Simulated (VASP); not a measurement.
# Ru4Rh in VASP: single point with PBEsol

Aim: the single point of Ru4Rh with PBEsol.

Program: VASP 6.6.1. These are calculated values, not measurements. Logs are shortened: lines on timing, memory, paths and dates and some standing lists are left out, and cuts for length are marked.

## (1) The cell of the first run

The cell holds a slab with vacuum, 5 atoms: a = 2.690 Å, b = 2.690 Å, c = 24.500 Å, α = 90.00°, β = 90.00°, γ = 120.00°.

## (2) Single point, PBEsol

INCAR

```
  PREC = Accurate
  ENCUT = 520
  EDIFF = 1E-6
  ISMEAR = -1
  SIGMA = 0.05
  LREAL = False
  LASPH = True
  NELM = 60
  ALGO = Normal
  ISIF = 2
  LWAVE = False
  LCHARG = True
  LDIPOL = True
  IDIPOL = 3
  DIPOL = 0.5 0.5 0.500
  GGA = PS
  LELF = True
  LVHAR = True
  LVACPOTAV = True
  NBANDS = 44
```

KPOINTS

```
Automatic mesh
0
Gamma
  15 15 1
```

POSCAR

```
Ru4Rh
1.0
    2.6901084707      0.0000000000      0.0000000000
   -1.3450542353      2.3297022745      0.0000000000
    0.0000000000      0.0000000000     24.4996000000
Rh Ru
1 4
Direct
    0.0000000000      0.0000000000      0.3290002204
    0.3333333333      0.6666666667      0.4126361497
    0.0000000000      0.0000000000      0.4999999991
    0.3333333333      0.6666666667      0.5873638504
    0.0000000000      0.0000000000      0.6709997802
```

Potentials or basis: VASP PAW PBE potentials, release 64 (Rh_pv, Ru_pv).

Started as:

```bash
$ cat potpaw_PBE.64/Rh_pv/POTCAR potpaw_PBE.64/Ru_pv/POTCAR > POTCAR
$ mpirun -np 1 vasp_std > vasp.out
```

OUTCAR:

```text
PREC = Accurate
   ENCUT = 520
   EDIFF = 1E-6
   ISMEAR = -1
   LREAL = False
   LASPH = True
   NELM = 60
   ISIF = 2
   GGA = PS

 ion  position               nearest neighbor table
   1  0.000  0.000  0.329-   2 2.57   2 2.57   2 2.57
   2  0.333  0.667  0.413-   1 2.57   1 2.57   1 2.57   3 2.64   3 2.64   3 2.64
   3  0.000  0.000  0.500-   2 2.64   2 2.64   2 2.64   4 2.64   4 2.64   4 2.64
   4  0.333  0.667  0.587-   5 2.57   5 2.57   5 2.57   3 2.64   3 2.64   3 2.64
   5  0.000  0.000  0.671-   4 2.57   4 2.57   4 2.57

  LATTYP: Found a hexagonal cell.
 ALAT       =     2.6901084707
 C/A-ratio  =     9.1072907531

  Lattice vectors:

 A1 = (   2.6901084707,   0.0000000000,   0.0000000000)
 A2 = (  -1.3450542353,   2.3297022745,   0.0000000000)
 A3 = (   0.0000000000,   0.0000000000,  24.4996000000)

Analysis of symmetry for initial positions (statically):
=====================================================================
 Subroutine PRICEL returns:
 Original cell was already a primitive cell.

 Routine SETGRP: Setting up the symmetry group for a
 hexagonal supercell.

 Subroutine GETGRP returns: Found  6 space group operations
 (whereof  6 operations were pure point group operations)
 out of a pool of 24 trial point group operations.

The static configuration has the point symmetry C_3v.

Analysis of symmetry for dynamics (positions and initial velocities):
=====================================================================
 Subroutine PRICEL returns:
 Original cell was already a primitive cell.

 Routine SETGRP: Setting up the symmetry group for a
 hexagonal supercell.

 Subroutine GETGRP returns: Found  6 space group operations
 (whereof  6 operations were pure point group operations)
 out of a pool of 24 trial point group operations.

The dynamic configuration has the point symmetry C_3v.

 Subroutine INISYM returns: Found  6 space group operations
 (whereof  6 operations are pure point group operations),
 and found     1 'primitive' translations

----------------------------------------------------------------------------------------

                                     Primitive cell

  volume of cell :     153.5427

  direct lattice vectors                    reciprocal lattice vectors
     2.690108471  0.000000000  0.000000000     0.371732222  0.214619699  0.000000000
    -1.345054235  2.329702274  0.000000000     0.000000000  0.429239397  0.000000000
     0.000000000  0.000000000 24.499600000     0.000000000  0.000000000  0.040816993

  length of vectors
     2.690108471  2.690108471 24.499600000     0.429239397  0.429239397  0.040816993

  position of ions in fractional coordinates (direct lattice)
     0.000000000  0.000000000  0.329000220
     0.333333333  0.666666667  0.412636150
     0.000000000  0.000000000  0.499999999
     0.333333333  0.666666667  0.587363850
     0.000000000  0.000000000  0.670999780

  ion indices of the primitive-cell ions
   primitive index   ion index
                 1           1
                 2           2
                 3           3
                 4           4
                 5           5

----------------------------------------------------------------------------------------

 KPOINTS: Automatic mesh

Automatic generation of k-mesh.
 Grid dimensions read from file:
 generate k-points for:   15   15    1

 Generating k-lattice:

  Cartesian coordinates                     Fractional coordinates (reciprocal lattice)
     0.024782148  0.014307980  0.000000000     0.066666667 -0.000000000  0.000000000
     0.000000000  0.028615960  0.000000000     0.000000000  0.066666667  0.000000000
     0.000000000  0.000000000  0.040816993     0.000000000  0.000000000  1.000000000

  Length of vectors
     0.028615960  0.028615960  0.040816993

  Shift w.r.t. Gamma in fractional coordinates (k-lattice)
     0.000000000  0.000000000  0.000000000

 Subroutine IBZKPT returns following result:
 ===========================================

 Found     27 irreducible k-points:

 Following reciprocal coordinates:
            Coordinates               Weight
  0.000000  0.000000  0.000000      1.000000
  0.066667  0.000000  0.000000      6.000000
  0.133333  0.000000  0.000000      6.000000
  0.200000  0.000000  0.000000      6.000000
  0.266667  0.000000  0.000000      6.000000
  0.333333  0.000000  0.000000      6.000000
[... 16 lines left out ...]
  0.333333  0.200000  0.000000     12.000000
  0.400000  0.200000  0.000000      6.000000
 [... further k-points ...]
   k-points           NKPTS =     27   k-points in BZ     NKDIM =     27   number of bands    NBANDS=     44
   number of dos      NEDOS =    301   number of ions     NIONS =      5
   total plane-waves  NPLWV =  76800
   dimension x,y,z NGX =    20 NGY =   20 NGZ =  192
   dimension x,y,z NGXF=    40 NGYF=   40 NGZF=  384
   ions per type =               1   4
   NGX,Y,Z   is equivalent  to a cutoff of  12.36, 12.36, 13.03 a.u.
   NGXF,Y,Z  is equivalent  to a cutoff of  24.72, 24.72, 26.06 a.u.
 SYSTEM =  unknown system
   PREC   = accura    normal or accurate (medium, high low for compatibility)
   ISTART =      0    job   : 0-new  1-cont  2-samecut
   ICHARG =      2    charge: 1-file 2-atom 10-const
   ISPIN  =      1    spin polarized calculation?
   LNONCOLLINEAR =      F non collinear calculations
   LSORBIT =      F    spin-orbit coupling
   LASPH  =      T    aspherical Exc in radial PAW
   ENCUT  =  520.0 eV  38.22 Ry    6.18 a.u.   5.00  5.00 45.55*2*pi/ulx,y,z
   NELM   =     60;   NELMIN=  2; NELMDL= -5     # of ELM steps
   EDIFF  = 0.1E-05   stopping-criterion for ELM
   LREAL  =      F    real-space projection
   EDIFFG = 0.1E-04   stopping-criterion for IOM
   NSW    =      0    number of steps for IOM
   IBRION =     -1    ionic relax: 0-MD 1-quasi-New 2-CG
   NFREE  =      0    steps in history (QN), initial steepest desc. (CG)
   ISIF   =      2    stress and relaxation
   ISYM   =      2    0-nonsym 1-usesym 2-fastsym
   POTIM  = 0.5000    time-step for ionic-motion
   TEBEG  =    0.0;   TEEND  =   0.0 temperature during run
   PSTRESS=    0.0 pullay stress
   NELECT =      71.0000    total number of electrons
   NUPDOWN=      -1.0000    fix difference up-down
   EMIN   =  10.00;   EMAX   =-10.00  energy-range for DOS
   EFERMI =   0.00;   METHOD = LEGACY
   ISMEAR =    -1;   SIGMA  =   0.05  broadening in eV -4-tet -1-fermi 0-gaus
   EFERMI_NEDOS =   21; number of points for ismear=-14 and -15
   IALGO  =     38    algorithm
   IMIX   =      4    mixing-type and parameters
     AMIX     =   0.40;   BMIX     =  1.00
     AMIX_MAG =   1.60;   BMIX_MAG =  1.00
  volume/ion in A,a.u.               =      30.71       207.23
  Fermi-wavevector in a.u.,A,eV,Ry     =   1.265954  2.392306 21.805230  1.602639
  Thomas-Fermi vector in A             =   2.399180
   LORBIT       =      0    0 simple, 1 ext, 2 COOP (PROOUT), +10 PAW based schemes
   GGA     = PS    functional components
   LHFCALC =     F    Hartree Fock is set to
   AEXX    =    0.0000 exact exchange contribution
   IVDW    =     0    specifies the selected vdW correction
   LEPSILON=     F    determine dielectric tensor
   LRPA    =     F    only Hartree local field effects (RPA)
 non-spin polarized calculation
  energy-cutoff  :      520.00
  volume of cell :      153.54
 maximum number of plane-waves:      4193
 NGX is ok and might be reduce to    20
   NGX =  9   NGY =  9   NGZ = 91

 dipolmoment           0.000000      0.000000     -0.726757 electrons x Angstroem

 number of electron      70.9999992 magnetization

 dipolmoment           0.000000      0.000000      0.009156 electrons x Angstroem

 Free energy of the ion-electron system (eV)
  ---------------------------------------------------
  ext. energy  EPLUGINS =         0.00000000
  ---------------------------------------------------
  free energy    TOTEN  =       -46.73042815 eV

  energy without entropy =      -46.67685281  energy(sigma->0) =      -46.70364048

 E-fermi :   2.7340     XC(G=0):  -7.1297

 val. band max:        2.7262740277   @ k =   0.3333   0.0000   0.0000
 cond. band min:       2.7355283957   @ k =   0.2667   0.0000   0.0000
 fundamental gap:      0.0092543679
 Fermi energy:         2.7340464712

 k-point     1 :       0.0000    0.0000    0.0000
  band No.  band energies     occupation
      1     -43.7946      2.00000
      2     -43.4648      2.00000
      3     -43.4648      2.00000
      4     -40.9411      2.00000
      5     -40.6200      2.00000
      6     -40.1326      2.00000
[... 36 lines left out ...]
     43       3.6678      0.00000
     44       3.9234      0.00000

 k-point     2 :       0.0667    0.0000    0.0000
  band No.  band energies     occupation
      1     -43.7907      2.00000
      2     -43.4902      2.00000
      3     -43.4708      2.00000
      4     -40.9287      2.00000
      5     -40.6174      2.00000
      6     -40.1725      2.00000
[... 36 lines left out ...]
     43       3.6861      0.00000
     44       3.9662      0.00000

 k-point     3 :       0.1333    0.0000    0.0000
  band No.  band energies     occupation
      1     -43.7796      2.00000
      2     -43.5613      2.00000
      3     -43.4876      2.00000
      4     -40.8932      2.00000
      5     -40.6135      2.00000
      6     -40.2720      2.00000
[... 36 lines left out ...]
     43       3.9785      0.00000
     44       4.0717      0.00000

 k-point     4 :       0.2000    0.0000    0.0000
  band No.  band energies     occupation
      1     -43.7637      2.00000
      2     -43.6647      2.00000
      3     -43.5124      2.00000
      4     -40.8415      2.00000
      5     -40.6228      2.00000
      6     -40.4056      2.00000
[... 882 lines left out ...]
     43       6.7359      0.00000
     44       7.8984      0.00000

 k-point    23 :       0.3333    0.2000    0.0000
  band No.  band energies     occupation
      1     -43.9562      2.00000
      2     -43.7135      2.00000
      3     -43.6986      2.00000
      4     -40.8584      2.00000
      5     -40.7864      2.00000
      6     -40.7223      2.00000
[... 36 lines left out ...]
     43       8.1786      0.00000
     44       9.1125      0.00000

 k-point    24 :       0.4000    0.2000    0.0000
  band No.  band energies     occupation
      1     -43.9673      2.00000
      2     -43.7267      2.00000
      3     -43.6955      2.00000
      4     -40.8731      2.00000
      5     -40.8034      2.00000
      6     -40.7247      2.00000
[... 36 lines left out ...]
     43       8.9848      0.00000
     44       9.3693      0.00000

 [... further k-points ...]

------------------------ aborting loop because EDIFF is reached ----------------------------------------

  FORCE on cell =-STRESS in cart. coord.  units (eV):
  Direction    XX          YY          ZZ          XY          YZ          ZX
  --------------------------------------------------------------------------------------
  -------------------------------------------------------------------------------------
  Total       -2.6791465     -2.6791465      0.7580214     -0.0000000      0.0000000     -0.0000000
  in kB      -27.9561805    -27.9561805      7.9097520     -0.0000000      0.0000000     -0.0000000
  external PRESSURE =     -16.0008696 kB  Pullay stress =       0.0000000 kB

 VOLUME and BASIS-vectors are now :
 -----------------------------------------------------------------------------
  energy-cutoff  :      520.00
  volume of cell :      153.54
      direct lattice vectors                 reciprocal lattice vectors
     2.690108471  0.000000000  0.000000000     0.371732222  0.214619699  0.000000000
    -1.345054235  2.329702274  0.000000000     0.000000000  0.429239397  0.000000000
     0.000000000  0.000000000 24.499600000     0.000000000  0.000000000  0.040816993

 POSITION                                       TOTAL-FORCE (eV/Angst)
 -----------------------------------------------------------------------------------
      0.00000      0.00000      8.06037         0.000000      0.000000     -0.596076
     -0.00000      1.55313     10.10942        -0.000000      0.000000      0.861637
      0.00000      0.00000     12.24980         0.000000      0.000000     -0.114056
     -0.00000      1.55313     14.39018         0.000000     -0.000000     -0.268897
      0.00000      0.00000     16.43923         0.000000     -0.000000      0.117391
 -----------------------------------------------------------------------------------
    total drift:                                0.000001     -0.000000      0.002308

  FREE ENERGIE OF THE ION-ELECTRON SYSTEM (eV)
  ---------------------------------------------------
  free  energy   TOTEN  =       -46.7304281497 eV

  energy  without entropy=      -46.6768528128  energy(sigma->0) =      -46.70364048

 vacuum level on the upper side and lower side of the slab         8.061         7.831
```

It took 4.6 min on 1 thread of Intel Xeon 6975P-C (Granite Rapids), shared host; peak memory 0.35 GiB.

What came out:

- Free energy: -46.7304 eV
- Largest force: 0.862 eV/Å
- Band gap on the k mesh: zero (an odd number of electrons rules out a gap without spin polarisation)

Forces on the atoms (eV/Å):
```
Rh   0.000  0.000 -0.596
Ru   0.000  0.000  0.862
Ru   0.000  0.000 -0.114
Ru   0.000  0.000 -0.269
Ru   0.000  0.000  0.117
```

Caveat: the PAW data sets were made with another functional, which shifts forces and pressure a little.
